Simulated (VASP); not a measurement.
# BN (P6_3/mmc) in VASP: notebook

The runs below take BN through single point, with PBEsol.

Program: VASP 6.6.1. These are calculated values, not measurements. Logs are shortened: lines on timing, memory, paths and dates and some standing lists are left out, and cuts for length are marked.

## Step 1: The cell of the first run

Symmetry: P6_3/mmc, No. 194, hexagonal system. Conventional cell: a = 2.538 Å, b = 2.538 Å, c = 7.666 Å, α = 90.00°, β = 90.00°, γ = 120.00°. B (site symmetry -6m2) has 3 N at 1.47 Å within 2.0 Å. Within 2.0 Å of N (site symmetry -6m2) lie 3 B at 1.47 Å.

## Step 2: Single point, PBEsol (volume 10.693 Å^3 an atom, c/a of the conventional cell 3.0202)

INCAR

```
PREC     = Accurate       # precision mode
ENCUT    = 520            # plane-wave cutoff, eV
EDIFF    = 1E-7           # SCF threshold, eV
ISMEAR   = 0              # smearing method
SIGMA    = 0.05           # smearing width, eV
LREAL    = False          # projectors in reciprocal space
LASPH    = True           # aspherical terms in the spheres
NELM     = 60             # most SCF steps
ALGO     = Normal         # electronic algorithm
ISIF     = 2              # what is computed and relaxed
LWAVE    = False          # write WAVECAR
LCHARG   = False          # write CHGCAR
GGA      = PS             # functional
NBANDS   = 16             # bands
```

KPOINTS

```
Automatic mesh
0
Gamma
  12 12 4
```

POSCAR

```
BN
1.0
    2.5382305936      0.0000000000      0.0000000000
   -1.2691152968      2.1981721747      0.0000000000
    0.0000000000      0.0000000000      7.6659640388
B N
2 2
Direct
    0.3333333333      0.6666666667      0.2500000000
    0.6666666667      0.3333333333      0.7500000000
    0.3333333333      0.6666666667      0.7500000000
    0.6666666667      0.3333333333      0.2500000000
```

Potentials or basis: VASP PAW PBE potentials, release 64 (B, N).

The run is started by

```sh
cat potpaw_PBE.64/B/POTCAR potpaw_PBE.64/N/POTCAR > POTCAR
mpirun -np 1 vasp_std > vasp.out
```

OUTCAR:

```text
PREC = Accurate
   ENCUT = 520
   EDIFF = 1E-7
   ISMEAR = 0
   LREAL = False
   LASPH = True
   NELM = 60
   ISIF = 2
   GGA = PS

 ion  position               nearest neighbor table
   1  0.333  0.667  0.250-   4 1.47   4 1.47   4 1.47
   2  0.667  0.333  0.750-   3 1.47   3 1.47   3 1.47
   3  0.333  0.667  0.750-   2 1.47   2 1.47   2 1.47
   4  0.667  0.333  0.250-   1 1.47   1 1.47   1 1.47

  LATTYP: Found a hexagonal cell.
 ALAT       =     2.5382305936
 C/A-ratio  =     3.0202000000

  Lattice vectors:

 A1 = (   2.5382305936,   0.0000000000,   0.0000000000)
 A2 = (  -1.2691152968,   2.1981721747,   0.0000000000)
 A3 = (   0.0000000000,   0.0000000000,   7.6659640388)

Analysis of symmetry for initial positions (statically):
=====================================================================
 Subroutine PRICEL returns:
 Original cell was already a primitive cell.

 Routine SETGRP: Setting up the symmetry group for a
 hexagonal supercell.

 Subroutine GETGRP returns: Found 24 space group operations
 (whereof 12 operations were pure point group operations)
 out of a pool of 24 trial point group operations.

The static configuration has the point symmetry D_3d.
 The point group associated with its full space group is D_6h.

Analysis of symmetry for dynamics (positions and initial velocities):
=====================================================================
 Subroutine PRICEL returns:
 Original cell was already a primitive cell.

 Routine SETGRP: Setting up the symmetry group for a
 hexagonal supercell.

 Subroutine GETGRP returns: Found 24 space group operations
 (whereof 12 operations were pure point group operations)
 out of a pool of 24 trial point group operations.

The dynamic configuration has the point symmetry D_3d.
 The point group associated with its full space group is D_6h.

 Subroutine INISYM returns: Found 24 space group operations
 (whereof 12 operations are pure point group operations),
 and found     1 'primitive' translations

----------------------------------------------------------------------------------------

                                     Primitive cell

  volume of cell :      42.7720

  direct lattice vectors                    reciprocal lattice vectors
     2.538230594  0.000000000  0.000000000     0.393975237  0.227461709  0.000000000
    -1.269115297  2.198172175  0.000000000     0.000000000  0.454923418  0.000000000
     0.000000000  0.000000000  7.665964039     0.000000000  0.000000000  0.130446738

  length of vectors
     2.538230594  2.538230594  7.665964039     0.454923418  0.454923418  0.130446738

  position of ions in fractional coordinates (direct lattice)
     0.333333333  0.666666667  0.250000000
     0.666666667  0.333333333  0.750000000
     0.333333333  0.666666667  0.750000000
     0.666666667  0.333333333  0.250000000

  ion indices of the primitive-cell ions
   primitive index   ion index
                 1           1
                 2           2
                 3           3
                 4           4

----------------------------------------------------------------------------------------

 KPOINTS: Automatic mesh

Automatic generation of k-mesh.
 Grid dimensions read from file:
 generate k-points for:   12   12    4

 Generating k-lattice:

  Cartesian coordinates                     Fractional coordinates (reciprocal lattice)
     0.032831270  0.018955142  0.000000000     0.083333333  0.000000000  0.000000000
     0.000000000  0.037910285  0.000000000     0.000000000  0.083333333  0.000000000
     0.000000000  0.000000000  0.032611684     0.000000000  0.000000000  0.250000000

  Length of vectors
     0.037910285  0.037910285  0.032611684

  Shift w.r.t. Gamma in fractional coordinates (k-lattice)
     0.000000000  0.000000000  0.000000000

 Subroutine IBZKPT returns following result:
 ===========================================

 Found     57 irreducible k-points:

 Following reciprocal coordinates:
            Coordinates               Weight
  0.000000  0.000000  0.000000      1.000000
  0.083333 -0.000000  0.000000      6.000000
  0.166667 -0.000000  0.000000      6.000000
  0.250000 -0.000000  0.000000      6.000000
  0.333333 -0.000000  0.000000      6.000000
  0.416667 -0.000000  0.000000      6.000000
[... 16 lines left out ...]
  0.250000 -0.000000  0.250000     12.000000
  0.333333 -0.000000  0.250000     12.000000
 [... further k-points ...]
   k-points           NKPTS =     57   k-points in BZ     NKDIM =     57   number of bands    NBANDS=     16
   number of dos      NEDOS =    301   number of ions     NIONS =      4
   total plane-waves  NPLWV =  24000
   dimension x,y,z NGX =    20 NGY =   20 NGZ =   60
   dimension x,y,z NGXF=    40 NGYF=   40 NGZF=  120
   ions per type =               2   2
   NGX,Y,Z   is equivalent  to a cutoff of  13.10, 13.10, 13.01 a.u.
   NGXF,Y,Z  is equivalent  to a cutoff of  26.20, 26.20, 26.02 a.u.
 SYSTEM =  unknown system
   PREC   = accura    normal or accurate (medium, high low for compatibility)
   ISTART =      0    job   : 0-new  1-cont  2-samecut
   ICHARG =      2    charge: 1-file 2-atom 10-const
   ISPIN  =      1    spin polarized calculation?
   LNONCOLLINEAR =      F non collinear calculations
   LSORBIT =      F    spin-orbit coupling
   LASPH  =      T    aspherical Exc in radial PAW
   ENCUT  =  520.0 eV  38.22 Ry    6.18 a.u.   4.72  4.72 14.25*2*pi/ulx,y,z
   NELM   =     60;   NELMIN=  2; NELMDL= -5     # of ELM steps
   EDIFF  = 0.1E-06   stopping-criterion for ELM
   LREAL  =      F    real-space projection
   EDIFFG = 0.1E-05   stopping-criterion for IOM
   NSW    =      0    number of steps for IOM
   IBRION =     -1    ionic relax: 0-MD 1-quasi-New 2-CG
   NFREE  =      0    steps in history (QN), initial steepest desc. (CG)
   ISIF   =      2    stress and relaxation
   ISYM   =      2    0-nonsym 1-usesym 2-fastsym
   POTIM  = 0.5000    time-step for ionic-motion
   TEBEG  =    0.0;   TEEND  =   0.0 temperature during run
   PSTRESS=    0.0 pullay stress
   NELECT =      16.0000    total number of electrons
   NUPDOWN=      -1.0000    fix difference up-down
   EMIN   =  10.00;   EMAX   =-10.00  energy-range for DOS
   EFERMI =   0.00;   METHOD = LEGACY
   ISMEAR =     0;   SIGMA  =   0.05  broadening in eV -4-tet -1-fermi 0-gaus
   EFERMI_NEDOS =   21; number of points for ismear=-14 and -15
   IALGO  =     38    algorithm
   IMIX   =      4    mixing-type and parameters
     AMIX     =   0.40;   BMIX     =  1.00
     AMIX_MAG =   1.60;   BMIX_MAG =  1.00
  volume/ion in A,a.u.               =      10.69        72.16
  Fermi-wavevector in a.u.,A,eV,Ry     =   1.179582  2.229088 18.931347  1.391415
  Thomas-Fermi vector in A             =   2.315891
   LORBIT       =      0    0 simple, 1 ext, 2 COOP (PROOUT), +10 PAW based schemes
   GGA     = PS    functional components
   LHFCALC =     F    Hartree Fock is set to
   AEXX    =    0.0000 exact exchange contribution
   IVDW    =     0    specifies the selected vdW correction
   LEPSILON=     F    determine dielectric tensor
   LRPA    =     F    only Hartree local field effects (RPA)
 non-spin polarized calculation
 Gauss-broadening in eV      SIGMA  =   0.05
  energy-cutoff  :      520.00
  volume of cell :       42.77
 maximum number of plane-waves:      1180
 NGX is ok and might be reduce to    20
   NGX =  9   NGY =  9   NGZ = 29

 number of electron      16.0000003 magnetization

 Free energy of the ion-electron system (eV)
  ---------------------------------------------------
  ext. energy  EPLUGINS =         0.00000000
  ---------------------------------------------------
  free energy    TOTEN  =       -36.52631103 eV

  energy without entropy =      -36.52631103  energy(sigma->0) =      -36.52631103

 E-fermi :   1.2576     XC(G=0):  -9.2499

 val. band max:        0.9715175732   @ k =   0.3333   0.3333   0.5000
 cond. band min:       5.3017849431   @ k =   0.5000  -0.0000   0.0000
 fundamental gap:      4.3302673699
 Fermi energy:         1.2575963512

 k-point     1 :       0.0000    0.0000    0.0000
  band No.  band energies     occupation
      1     -16.4586      2.00000
      2     -16.3648      2.00000
      3      -4.6082      2.00000
      4      -3.5713      2.00000
      5      -0.3862      2.00000
      6      -0.3862      2.00000
[... 8 lines left out ...]
     15      12.2090      0.00000
     16      13.2502      0.00000

 k-point     2 :       0.0833   -0.0000    0.0000
  band No.  band energies     occupation
      1     -16.3276      2.00000
      2     -16.2354      2.00000
      3      -4.4292      2.00000
      4      -3.4034      2.00000
      5      -0.9361      2.00000
      6      -0.9329      2.00000
[... 8 lines left out ...]
     15      12.7799      0.00000
     16      12.8294      0.00000

 k-point     3 :       0.1667   -0.0000    0.0000
  band No.  band energies     occupation
      1     -15.9419      2.00000
      2     -15.8546      2.00000
      3      -3.8992      2.00000
      4      -2.9086      2.00000
      5      -2.3254      2.00000
      6      -2.3187      2.00000
[... 8 lines left out ...]
     15      14.2932      0.00000
     16      14.3048      0.00000

 k-point     4 :       0.2500   -0.0000    0.0000
  band No.  band energies     occupation
      1     -15.3283      2.00000
      2     -15.2497      2.00000
      3      -4.0780      2.00000
      4      -4.0667      2.00000
      5      -3.0448      2.00000
      6      -2.1198      2.00000
[... 8 lines left out ...]
     15      14.6603      0.00000
     16      16.4843      0.00000
[... 324 lines left out ...]
 k-point    22 :       0.1667   -0.0000    0.2500
  band No.  band energies     occupation
      1     -15.9294      2.00000
      2     -15.8677      2.00000
      3      -3.7726      2.00000
      4      -3.0782      2.00000
      5      -2.3210      2.00000
      6      -2.3164      2.00000
[... 8 lines left out ...]
     15      14.2985      0.00000
     16      14.3247      0.00000

 k-point    23 :       0.2500   -0.0000    0.2500
  band No.  band energies     occupation
      1     -15.3169      2.00000
      2     -15.2614      2.00000
      3      -4.0783      2.00000
      4      -4.0700      2.00000
      5      -2.9213      2.00000
      6      -2.2706      2.00000
[... 8 lines left out ...]
     15      15.7564      0.00000
     16      16.4831      0.00000

 k-point    24 :       0.3333   -0.0000    0.2500
  band No.  band energies     occupation
      1     -14.5449      2.00000
      2     -14.4990      2.00000
      3      -5.8174      2.00000
      4      -5.8038      2.00000
      5      -2.5582      2.00000
      6      -2.5472      2.00000
[... 8 lines left out ...]
     15      16.5105      0.00000
     16      18.3579      0.00000

 [... further k-points ...]
[... 5 lines left out ...]
  --------------------------------------------------------------------------------------
  -------------------------------------------------------------------------------------
  Total       -3.0922759     -3.0922759     -0.1287779      0.0000000     -0.0000000      0.0000000
  in kB     -115.8321889   -115.8321889     -4.8238352      0.0000000     -0.0000000      0.0000000
  external PRESSURE =     -78.8294043 kB  Pullay stress =       0.0000000 kB

 VOLUME and BASIS-vectors are now :
 -----------------------------------------------------------------------------
  energy-cutoff  :      520.00
  volume of cell :       42.77
      direct lattice vectors                 reciprocal lattice vectors
     2.538230594  0.000000000  0.000000000     0.393975237  0.227461709  0.000000000
    -1.269115297  2.198172175  0.000000000     0.000000000  0.454923418  0.000000000
     0.000000000  0.000000000  7.665964039     0.000000000  0.000000000  0.130446738

 POSITION                                       TOTAL-FORCE (eV/Angst)
 -----------------------------------------------------------------------------------
     -0.00000      1.46545      1.91649         0.000000     -0.000000      0.000000
      1.26912      0.73272      5.74947        -0.000000     -0.000000      0.000000
     -0.00000      1.46545      5.74947        -0.000000     -0.000000      0.000000
      1.26912      0.73272      1.91649         0.000000      0.000000      0.000000
 -----------------------------------------------------------------------------------
    total drift:                               -0.000000      0.000000     -0.000000

  FREE ENERGIE OF THE ION-ELECTRON SYSTEM (eV)
  ---------------------------------------------------
  free  energy   TOTEN  =       -36.5263110305 eV

  energy  without entropy=      -36.5263110305  energy(sigma->0) =      -36.52631103
```

Wall time 41 s (1 thread of AMD EPYC 7R43 (Zen 3), shared host); peak memory 0.14 GiB.

Results:

```yaml
Free_energy: -36.5263 eV
Pressure: -7.9 GPa
Band_gap_on_the_k_mesh: 4.33 eV, indirect (least direct gap 4.51 eV)
```

Caveat: the PAW data sets were made with another functional, which shifts forces and pressure a little; this functional lacks dispersion, which binds the layers, so the pressure and a relaxed spacing across them are unreliable.

## Step 3: Single point, PBEsol (volume 10.693 Å^3 an atom, c/a of the conventional cell 2.5510)

INCAR

```
SYSTEM = BN
ALGO = Normal
EDIFF = 1E-6
ENCUT = 520
GGA = PS
ISIF = 2
ISMEAR = 0
LASPH = .TRUE.
LCHARG = .FALSE.
LREAL = .FALSE.
LWAVE = .FALSE.
NBANDS = 16
NELM = 60
PREC = Accurate
SIGMA = 0.05
```

KPOINTS

```
k-points
0
G
  12 12 4
  0 0 0
```

POSCAR

```
BN
1.0
    2.6851764068      0.0000000000      0.0000000000
   -1.3425882034      2.3254309819      0.0000000000
    0.0000000000      0.0000000000      6.8498850137
B N
2 2
Direct
    0.3333333333      0.6666666667      0.2500000000
    0.6666666667      0.3333333333      0.7500000000
    0.3333333333      0.6666666667      0.7500000000
    0.6666666667      0.3333333333      0.2500000000
```

Potentials or basis: VASP PAW PBE potentials, release 64 (B, N).

The run is started by

```sh
cat potpaw_PBE.64/B/POTCAR potpaw_PBE.64/N/POTCAR > POTCAR
mpirun -np 1 vasp_std > vasp.out
```

OUTCAR:

```text
SYSTEM = BN
   EDIFF = 1E-6
   ENCUT = 520
   GGA = PS
   ISIF = 2
   ISMEAR = 0
   LASPH = .TRUE.
   LREAL = .FALSE.
   NELM = 60
   PREC = Accurate

 ion  position               nearest neighbor table
   1  0.333  0.667  0.250-   4 1.55   4 1.55   4 1.55
   2  0.667  0.333  0.750-   3 1.55   3 1.55   3 1.55
   3  0.333  0.667  0.750-   2 1.55   2 1.55   2 1.55
   4  0.667  0.333  0.250-   1 1.55   1 1.55   1 1.55

  LATTYP: Found a hexagonal cell.
 ALAT       =     2.6851764068
 C/A-ratio  =     2.5510000000

  Lattice vectors:

 A1 = (   2.6851764068,   0.0000000000,   0.0000000000)
 A2 = (  -1.3425882034,   2.3254309819,   0.0000000000)
 A3 = (   0.0000000000,   0.0000000000,   6.8498850137)

Analysis of symmetry for initial positions (statically):
=====================================================================
 Subroutine PRICEL returns:
 Original cell was already a primitive cell.

 Routine SETGRP: Setting up the symmetry group for a
 hexagonal supercell.

 Subroutine GETGRP returns: Found 24 space group operations
 (whereof 12 operations were pure point group operations)
 out of a pool of 24 trial point group operations.
[... 166 lines left out ...]
  free energy    TOTEN  =       -35.53019038 eV

  energy without entropy =      -35.53019038  energy(sigma->0) =      -35.53019038

 E-fermi :   1.4097     XC(G=0):  -9.6768

 val. band max:        1.1473510398   @ k =   0.3333   0.2500   0.0000
 cond. band min:       4.9846493250   @ k =   0.5000  -0.0000   0.0000
 fundamental gap:      3.8372982852
 Fermi energy:         1.4097010155

 k-point     1 :       0.0000    0.0000    0.0000
  band No.  band energies     occupation
      1     -15.4263      2.00000
      2     -15.1705      2.00000
      3      -4.0873      2.00000
      4      -2.0875      2.00000
      5      -0.3762      2.00000
      6      -0.3762      2.00000
[... 433 lines left out ...]
      3      -5.3216      2.00000
      4      -5.2660      2.00000
      5      -2.2217      2.00000
      6      -2.1757      2.00000
[... 8 lines left out ...]
     15      15.5864      0.00000
     16      16.6330      0.00000

 [... further k-points ...]
[... 5 lines left out ...]
  --------------------------------------------------------------------------------------
  -------------------------------------------------------------------------------------
  Total      -14.2519680    -14.2519680     -0.0414140      0.0000000      0.0000000      0.0000000
  in kB     -533.8581331   -533.8581331     -1.5513097      0.0000000      0.0000000      0.0000000
  external PRESSURE =    -356.4225253 kB  Pullay stress =       0.0000000 kB

 VOLUME and BASIS-vectors are now :
 -----------------------------------------------------------------------------
  energy-cutoff  :      520.00
  volume of cell :       42.77
      direct lattice vectors                 reciprocal lattice vectors
     2.685176407  0.000000000  0.000000000     0.372415011  0.215013907  0.000000000
    -1.342588203  2.325430982  0.000000000     0.000000000  0.430027813  0.000000000
     0.000000000  0.000000000  6.849885014     0.000000000  0.000000000  0.145987852

 POSITION                                       TOTAL-FORCE (eV/Angst)
 -----------------------------------------------------------------------------------
     -0.00000      1.55029      1.71247         0.000000     -0.000000      0.000000
      1.34259      0.77514      5.13741        -0.000000      0.000000      0.000000
     -0.00000      1.55029      5.13741         0.000000     -0.000000      0.000000
      1.34259      0.77514      1.71247         0.000000      0.000000      0.000000
 -----------------------------------------------------------------------------------
    total drift:                               -0.000000      0.000000      0.000000

  FREE ENERGIE OF THE ION-ELECTRON SYSTEM (eV)
  ---------------------------------------------------
  free  energy   TOTEN  =       -35.5301903758 eV

  energy  without entropy=      -35.5301903758  energy(sigma->0) =      -35.53019038
```

OSZICAR:

```text
N       E                     dE             d eps       ncg     rms          rms(c)
DAV:   1     0.459976836472E+02    0.45998E+02   -0.76883E+03  1824   0.906E+02
DAV:   2    -0.342821885607E+02   -0.80280E+02   -0.72862E+02  2536   0.203E+02
DAV:   3    -0.378657867875E+02   -0.35836E+01   -0.35657E+01  2360   0.435E+01
DAV:   4    -0.378943047573E+02   -0.28518E-01   -0.28507E-01  2288   0.424E+00
DAV:   5    -0.378946277612E+02   -0.32300E-03   -0.32299E-03  2336   0.428E-01    0.940E+00
DAV:   6    -0.357029149653E+02    0.21917E+01   -0.43405E+00  2392   0.155E+01    0.414E+00
DAV:   7    -0.355901334347E+02    0.11278E+00   -0.30776E-01  2400   0.429E+00    0.273E+00
DAV:   8    -0.355351501915E+02    0.54983E-01   -0.17008E-01  2440   0.261E+00    0.525E-01
DAV:   9    -0.355295133105E+02    0.56369E-02   -0.12349E-02  2184   0.894E-01    0.133E-01
DAV:  10    -0.355300983219E+02   -0.58501E-03   -0.13014E-03  2216   0.252E-01    0.313E-02
DAV:  11    -0.355301911027E+02   -0.92781E-04   -0.82465E-05  2280   0.637E-02    0.130E-02
DAV:  12    -0.355301900908E+02    0.10119E-05   -0.11910E-05  2136   0.232E-02    0.152E-03
DAV:  13    -0.355301903758E+02   -0.28505E-06   -0.29136E-07  1760   0.393E-03
   1 F= -.35530190E+02 E0= -.35530190E+02  d E =-.651491E-15
```

Run time: 32 s. Hardware: 1 thread of AMD EPYC 7R43 (Zen 3), shared host; peak memory 0.14 GiB.

Results:

```yaml
Free_energy: -35.5302 eV
Pressure: -35.6 GPa
Band_gap_on_the_k_mesh: 3.84 eV, indirect (least direct gap 4.06 eV)
```

Stress tensor (GPa, compression positive):
```
-53.39   0.00   0.00
  0.00 -53.39   0.00
  0.00   0.00  -0.16
```

Caveat: the PAW data sets were made with another functional, which shifts forces and pressure a little; this functional lacks dispersion, which binds the layers, so the pressure and a relaxed spacing across them are unreliable. A k mesh can miss the band edges.

(Continued in part 2 of 3.)
